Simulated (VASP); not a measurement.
# H2CO2 in VASP: single point with PBE+D3(BJ)

Aim: the single point of H2CO2 with PBE+D3(BJ).

All numbers are computed with VASP 6.6.1; they aren't measurements. Logs are shortened: lines on timing, memory, paths and dates and some standing lists are left out, and cuts for length are marked.

## Step 1: The cell of the first run

The cell holds a disordered packing, 40 atoms: a = 7.958 Å, b = 7.958 Å, c = 7.958 Å, α = 90.00°, β = 90.00°, γ = 90.00°.

## Step 2: Single point, PBE+D3(BJ)

File INCAR:

```
SYSTEM = H2CO2
PREC = Accurate
ENCUT = 520
EDIFF = 1E-7
ISMEAR = -1
SIGMA = 0.02
LREAL = Auto
LASPH = .TRUE.
NELM = 80
ALGO = Normal
ISIF = 2
LWAVE = .FALSE.
LCHARG = .FALSE.
GGA = PE
IVDW = 12
NBANDS = 98
```

File KPOINTS:

```
regular mesh
0
G
  1 1 1
  0 0 0
```

File POSCAR:

```
H2CO2
1.0
    7.9581140000      0.0000000000      0.0000000000
    0.0000000000      7.9581140000      0.0000000000
    0.0000000000      0.0000000000      7.9581140000
O C H
16 8 16
Direct
    0.1378910692      0.5095571009      0.2001133588
   -0.0688863883      0.6021209341      0.0275427487
    0.5611954748      0.4855923076      0.7035272597
    0.7536326175      0.6260892642      0.5460799220
    0.4636039845      0.0471826149      0.5902125802
    0.3808608988      0.0255462959      0.3169420892
    1.0372140719      0.0171094235      0.3356332549
    0.9565130282      0.1968514508      0.1266621593
   -0.0056454262      0.8126954871      0.7049881046
    0.1913531281      0.6744573506      0.5490985095
    0.7390905517      0.8726714651      1.0022487882
    0.5031657930      0.7497457757      0.8966712216
    0.9048932396      0.2215324073      0.7425007870
    1.1832988281      0.1845236114      0.6976338210
    0.4997851784      0.5087402339      0.2293048277
    0.3779386412      0.3386672086      0.0319950693
    0.0005856379      0.5969348154      0.1654348811
    0.6670868970      0.5022503687      0.5780909968
    0.4718515621     -0.0123990996      0.4353612272
    0.9265965285      0.1003692162      0.2411925905
    0.1514521645      0.7695949274      0.6625663283
    0.5806255047      0.8709623204      0.9534086390
    1.0509201801      0.2558430628      0.6678417956
    0.5011071103      0.3933179150      0.1048193053
    0.1783904199      0.4394365835      0.1036334222
   -0.0431318826      0.6656535014      0.2780365685
    0.5555830162      0.5910500977      0.7741061821
    0.6689330855      0.3875336157      0.5000344643
    0.3623747019      0.1208916179      0.6088330937
    0.5770410232     -0.1027255801      0.4241984156
    1.1567242160      0.0424853324      0.3061053985
    0.7975851037      0.0699480084      0.2840109585
   -0.0884729290      0.7472420435      0.6376025524
    0.2429816645      0.8320607447      0.7464493729
    0.7966109235      0.7582743675      0.9973264303
    0.5210096051      0.9954443020      0.9692375309
    0.9227903503      0.1319532977      0.8260212127
    1.0369613274      0.3592591199      0.5761455012
    0.3828015914      0.5441082976      0.2524001477
    0.6323145076      0.3545380923      0.0759349831
```

Potentials or basis: VASP PAW PBE potentials, release 64 (O, C, H).

Launch:

```
> cat potpaw_PBE.64/O/POTCAR potpaw_PBE.64/C/POTCAR potpaw_PBE.64/H/POTCAR > POTCAR
> mpirun -np 1 vasp_gam > vasp.out
```

OUTCAR:

```text
SYSTEM = H2CO2
   PREC = Accurate
   ENCUT = 520
   EDIFF = 1E-7
   ISMEAR = -1
   LREAL = Auto
   LASPH = .TRUE.
   NELM = 80
   ISIF = 2
   GGA = PE
   IVDW = 12
 IVDW          = 12

 ion  position               nearest neighbor table
   1  0.138  0.510  0.200-  25 1.00  17 1.32
   2  0.931  0.602  0.028-  17 1.23
   3  0.561  0.486  0.704-  27 1.01  18 1.31
   4  0.754  0.626  0.546-  18 1.23
   5  0.464  0.047  0.590-  29 1.01  19 1.32
   6  0.381  0.026  0.317-  19 1.23
   7  0.037  0.017  0.336-  31 1.00  20 1.33
   8  0.957  0.197  0.127-  20 1.22
   9  0.994  0.813  0.705-  33 1.00  21 1.34
  10  0.191  0.674  0.549-  21 1.22
  11  0.739  0.873  0.002-  35 1.02  22 1.32
  12  0.503  0.750  0.897-  22 1.23
  13  0.905  0.222  0.743-  37 0.99  23 1.33
  14  0.183  0.185  0.698-  23 1.22
  15  0.500  0.509  0.229-  39 0.99  24 1.35
  16  0.378  0.339  0.032-  24 1.22
  17  0.001  0.597  0.165-  26 1.11   2 1.23   1 1.32
  18  0.667  0.502  0.578-  28 1.10   4 1.23   3 1.31
  19  0.472  0.988  0.435-  30 1.11   6 1.23   5 1.32
  20  0.927  0.100  0.241-  32 1.11   8 1.22   7 1.33
  21  0.151  0.770  0.663-  34 1.11  10 1.22   9 1.34
  22  0.581  0.871  0.953-  36 1.11  12 1.23  11 1.32
  23  0.051  0.256  0.668-  38 1.11  14 1.22  13 1.33
  24  0.501  0.393  0.105-  40 1.11  16 1.22  15 1.35
  25  0.178  0.439  0.104-   1 1.00
  26  0.957  0.666  0.278-  17 1.11
  27  0.556  0.591  0.774-   3 1.01
  28  0.669  0.388  0.500-  18 1.10
  29  0.362  0.121  0.609-   5 1.01
  30  0.577  0.897  0.424-  19 1.11
[... 8 lines left out ...]
  39  0.383  0.544  0.252-  15 0.99
  40  0.632  0.355  0.076-  24 1.11

  LATTYP: Found a simple cubic cell.
 ALAT       =     7.9581140000

  Lattice vectors:

 A1 = (   7.9581140000,   0.0000000000,   0.0000000000)
 A2 = (   0.0000000000,   7.9581140000,   0.0000000000)
 A3 = (   0.0000000000,   0.0000000000,   7.9581140000)

Analysis of symmetry for initial positions (statically):
=====================================================================
 Subroutine PRICEL returns:
 Original cell was already a primitive cell.

 Routine SETGRP: Setting up the symmetry group for a
 simple cubic supercell.

 Subroutine GETGRP returns: Found  1 space group operations
 (whereof  1 operations were pure point group operations)
 out of a pool of 48 trial point group operations.

The static configuration has the point symmetry C_1 .

Analysis of symmetry for dynamics (positions and initial velocities):
=====================================================================
 Subroutine PRICEL returns:
 Original cell was already a primitive cell.

 Routine SETGRP: Setting up the symmetry group for a
 simple cubic supercell.

 Subroutine GETGRP returns: Found  1 space group operations
 (whereof  1 operations were pure point group operations)
 out of a pool of 48 trial point group operations.

The dynamic configuration has the point symmetry C_1 .

 Subroutine INISYM returns: Found  1 space group operations
 (whereof  1 operations are pure point group operations),
 and found     1 'primitive' translations

----------------------------------------------------------------------------------------

                                     Primitive cell

  volume of cell :     503.9999

  direct lattice vectors                    reciprocal lattice vectors
     7.958114000  0.000000000  0.000000000     0.125657913  0.000000000  0.000000000
     0.000000000  7.958114000  0.000000000     0.000000000  0.125657913  0.000000000
     0.000000000  0.000000000  7.958114000     0.000000000  0.000000000  0.125657913

  length of vectors
     7.958114000  7.958114000  7.958114000     0.125657913  0.125657913  0.125657913

  position of ions in fractional coordinates (direct lattice)
     0.137891069  0.509557101  0.200113359
     0.931113612  0.602120934  0.027542749
     0.561195475  0.485592308  0.703527260
     0.753632618  0.626089264  0.546079922
     0.463603984  0.047182615  0.590212580
     0.380860899  0.025546296  0.316942089
[... 32 lines left out ...]
     0.382801591  0.544108298  0.252400148
     0.632314508  0.354538092  0.075934983

  ion indices of the primitive-cell ions
   primitive index   ion index
                 1           1
                 2           2
                 3           3
                 4           4
                 5           5
                 6           6
[... 32 lines left out ...]
                39          39
                40          40

----------------------------------------------------------------------------------------

 KPOINTS: regular mesh

Automatic generation of k-mesh.
 Grid dimensions read from file:
 generate k-points for:    1    1    1

 Generating k-lattice:

  Cartesian coordinates                     Fractional coordinates (reciprocal lattice)
     0.125657913  0.000000000  0.000000000     1.000000000  0.000000000  0.000000000
     0.000000000  0.125657913  0.000000000     0.000000000  1.000000000  0.000000000
     0.000000000  0.000000000  0.125657913     0.000000000  0.000000000  1.000000000

  Length of vectors
     0.125657913  0.125657913  0.125657913

  Shift w.r.t. Gamma in fractional coordinates (k-lattice)
     0.000000000  0.000000000  0.000000000

 Subroutine IBZKPT returns following result:
 ===========================================

 Found      1 irreducible k-points:

 Following reciprocal coordinates:
            Coordinates               Weight
  0.000000  0.000000  0.000000      1.000000
   k-points           NKPTS =      1   k-points in BZ     NKDIM =      1   number of bands    NBANDS=     98
   number of dos      NEDOS =    301   number of ions     NIONS =     40
   total plane-waves  NPLWV = 216000
   dimension x,y,z NGX =    60 NGY =   60 NGZ =   60
   dimension x,y,z NGXF=   120 NGYF=  120 NGZF=  120
   ions per type =              16   8  16
   NGX,Y,Z   is equivalent  to a cutoff of  12.53, 12.53, 12.53 a.u.
   NGXF,Y,Z  is equivalent  to a cutoff of  25.07, 25.07, 25.07 a.u.
 SYSTEM =  H2CO2
   PREC   = accura    normal or accurate (medium, high low for compatibility)
   ISTART =      0    job   : 0-new  1-cont  2-samecut
   ICHARG =      2    charge: 1-file 2-atom 10-const
   ISPIN  =      1    spin polarized calculation?
   LNONCOLLINEAR =      F non collinear calculations
   LSORBIT =      F    spin-orbit coupling
   LASPH  =      T    aspherical Exc in radial PAW
   ENCUT  =  520.0 eV  38.22 Ry    6.18 a.u.  14.80 14.80 14.80*2*pi/ulx,y,z
   NELM   =     80;   NELMIN=  2; NELMDL= -5     # of ELM steps
   EDIFF  = 0.1E-06   stopping-criterion for ELM
   LREAL  =      T    real-space projection
   EDIFFG = 0.1E-05   stopping-criterion for IOM
   NSW    =      0    number of steps for IOM
   IBRION =     -1    ionic relax: 0-MD 1-quasi-New 2-CG
   NFREE  =      0    steps in history (QN), initial steepest desc. (CG)
   ISIF   =      2    stress and relaxation
   ISYM   =      2    0-nonsym 1-usesym 2-fastsym
   POTIM  = 0.5000    time-step for ionic-motion
   TEBEG  =    0.0;   TEEND  =   0.0 temperature during run
   PSTRESS=    0.0 pullay stress
   NELECT =     144.0000    total number of electrons
   NUPDOWN=      -1.0000    fix difference up-down
   EMIN   =  10.00;   EMAX   =-10.00  energy-range for DOS
   EFERMI =   0.00;   METHOD = LEGACY
   ISMEAR =    -1;   SIGMA  =   0.02  broadening in eV -4-tet -1-fermi 0-gaus
   EFERMI_NEDOS =   21; number of points for ismear=-14 and -15
   IALGO  =     38    algorithm
   IMIX   =      4    mixing-type and parameters
     AMIX     =   0.40;   BMIX     =  1.00
     AMIX_MAG =   1.60;   BMIX_MAG =  1.00
  volume/ion in A,a.u.               =      12.60        85.03
  Fermi-wavevector in a.u.,A,eV,Ry     =   1.078248  2.037594 15.818401  1.162620
  Thomas-Fermi vector in A             =   2.214182
   LORBIT       =      0    0 simple, 1 ext, 2 COOP (PROOUT), +10 PAW based schemes
   GGA     = PE    functional components
   LHFCALC =     F    Hartree Fock is set to
   AEXX    =    0.0000 exact exchange contribution
   IVDW    =    12    specifies the selected vdW correction
   LEPSILON=     F    determine dielectric tensor
   LRPA    =     F    only Hartree local field effects (RPA)
 non-spin polarized calculation
  energy-cutoff  :      520.00
  volume of cell :      504.00
 maximum number of plane-waves:      6759
 NGX is ok and might be reduce to    60
   NGX = 29   NGY = 29   NGZ = 29

 number of electron     144.0000003 magnetization

 Free energy of the ion-electron system (eV)
  ---------------------------------------------------
  ext. energy  EPLUGINS =         0.00000000
  ---------------------------------------------------
  free energy    TOTEN  =      -241.67350281 eV

  energy without entropy =     -241.67350281  energy(sigma->0) =     -241.67350281

 E-fermi :  -1.9284     XC(G=0):  -7.0149

 val. band max:       -2.4980127371   @ k =   0.0000   0.0000   0.0000
 cond. band min:       1.8819235712   @ k =   0.0000   0.0000   0.0000
 fundamental gap:      4.3799363083
 Fermi energy:        -1.9284280407

 k-point     1 :       0.0000    0.0000    0.0000
  band No.  band energies     occupation
      1     -24.4319      2.00000
      2     -24.3564      2.00000
      3     -24.1807      2.00000
      4     -24.1619      2.00000
      5     -24.1299      2.00000
      6     -24.0187      2.00000
[... 76 lines left out ...]
     83       4.4626      0.00000
     84       4.5989      0.00000
 [bands above 84 left out]

------------------------ aborting loop because EDIFF is reached ----------------------------------------

 Edisp (eV)   -1.78513

 E8    (eV) :    -0.4090

  FORCE on cell =-STRESS in cart. coord.  units (eV):
  Direction    XX          YY          ZZ          XY          YZ          ZX
  --------------------------------------------------------------------------------------
  -------------------------------------------------------------------------------------
  Total      -1.41951    -1.14628    -0.50357     0.76971    -0.49315     0.65865
  in kB      -4.51250    -3.64393    -1.60080     2.44685    -1.56770     2.09380
  external pressure =       -3.25 kB  Pullay stress =        0.00 kB

 VOLUME and BASIS-vectors are now :
 -----------------------------------------------------------------------------
  energy-cutoff  :      520.00
  volume of cell :      504.00
      direct lattice vectors                 reciprocal lattice vectors
     7.958114000  0.000000000  0.000000000     0.125657913  0.000000000  0.000000000
     0.000000000  7.958114000  0.000000000     0.000000000  0.125657913  0.000000000
     0.000000000  0.000000000  7.958114000     0.000000000  0.000000000  0.125657913

 POSITION                                       TOTAL-FORCE (eV/Angst)
 -----------------------------------------------------------------------------------
      1.09735      4.05511      1.59252         0.107465     -0.190684     -0.109869
      7.40991      4.79175      0.21919        -0.075148     -0.024965     -0.100157
      4.46606      3.86440      5.59875        -0.027256      0.031912      0.087989
      5.99749      4.98249      4.34577         0.236966      0.294742     -0.099683
      3.68941      0.37548      4.69698        -0.000107      0.000205      0.052304
      3.03093      0.20330      2.52226        -0.332402      0.074597     -0.357444
[... 32 lines left out ...]
      3.04638      4.33008      2.00863         0.011965     -0.069231      0.036413
      5.03203      2.82145      0.60430        -0.221036      0.069933      0.085198
 -----------------------------------------------------------------------------------
    total drift:                               -0.009216      0.035769      0.020621

  FREE ENERGIE OF THE ION-ELECTRON SYSTEM (eV)
  ---------------------------------------------------
  free  energy   TOTEN  =      -243.4586360416 eV

  energy  without entropy=     -243.4586360416  energy(sigma->0) =     -243.45863604
```

Run time: 1.8 min. Hardware: 1 thread of Intel Xeon Platinum 8259CL at 2.50GHz (Skylake/Cascade Lake), shared host; peak memory 0.52 GiB.

What came out:

| Quantity | Value |
| --- | --- |
| Free energy | -243.4586 eV |
| Pressure | -0.3 GPa |
| Largest force | 0.494 eV/Å |
| Band gap on the k mesh | 4.38 eV |
| Dispersion energy per atom | -0.045 eV |

Forces on the atoms (eV/Å):
```
O    0.107 -0.191 -0.110
O   -0.075 -0.025 -0.100
O   -0.027  0.032  0.088
O    0.237  0.295 -0.100
O    0.000  0.000  0.052
O   -0.332  0.075 -0.357
O    0.026 -0.065  0.049
O    0.119  0.229 -0.348
O   -0.022 -0.002  0.027
O   -0.018 -0.149 -0.161
O    0.051 -0.060  0.046
O   -0.007 -0.108 -0.057
O    0.051  0.013 -0.019
O    0.210 -0.200  0.069
O    0.008 -0.121 -0.143
O   -0.235 -0.083 -0.094
C   -0.139  0.293  0.235
C   -0.093 -0.343 -0.073
C    0.404 -0.133  0.251
C   -0.257 -0.155  0.309
C    0.128  0.181  0.269
C   -0.113  0.198 -0.015
C   -0.173  0.261 -0.167
C    0.381  0.198  0.161
H    0.049 -0.040  0.035
H    0.030 -0.040 -0.086
H   -0.090 -0.002  0.074
H    0.030  0.047  0.015
H   -0.049  0.063  0.071
H   -0.052 -0.009 -0.020
H    0.122 -0.012 -0.005
H    0.041 -0.005 -0.033
H   -0.097 -0.028 -0.055
H   -0.059 -0.025 -0.067
H    0.057  0.013  0.026
H   -0.008 -0.051  0.006
H   -0.018 -0.013  0.087
H    0.022 -0.037  0.021
H    0.012 -0.069  0.036
H   -0.221  0.070  0.085
```

Caveat: the k points lie up to 0.79 Å⁻¹ apart.
